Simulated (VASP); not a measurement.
Runs of VASP 6.6.1 on Al. The structure is that of space group P6_222 (No. 180), or close to it. The cells are those of the table. 

```csv
task,cell,k mesh,cutoff (eV),gap on the mesh (eV),pressure (GPa),relaxed volume (Å³/atom)
single point,"a = 4.632, b = 4.632, c = 3.036 Å, angles 90.0, 90.0, 120.0°, 3 atoms",6 × 6 × 6,520,none,(a),-
single point,"a = 5.044, b = 5.044, c = 2.835 Å, angles 90.0, 90.0, 120.0°, 3 atoms",6 × 6 × 6,520,none,0.0,-
relaxation of cell and atoms,"relaxed from a = 5.044, b = 5.044, c = 2.835 Å, angles 90.0, 90.0, 120.0°, 3 atoms",12 × 12 × 16,600,none,0.0,20.78
relaxation of cell and atoms,"relaxed from a = 4.632, b = 4.632, c = 3.036 Å, angles 90.0, 90.0, 120.0°, 3 atoms",6 × 6 × 6,600,none,-0.1,20.86
single point,"a = 5.082, b = 5.082, c = 2.787 Å, angles 90.0, 90.0, 120.0°, 3 atoms",12 × 12 × 16,520,none,0.0,-
```

Alike in all rows: level PBE; potentials or basis VASP PAW PBE potentials, release 64 (Al); no spin polarisation; smearing gaussian 0.1 eV.

Q: Estimate the missing entries.

A: (a) 8.0.

Caveats: some runs use coarse meshes.

A gap of «none» marks levels without a gap at the run's occupations.
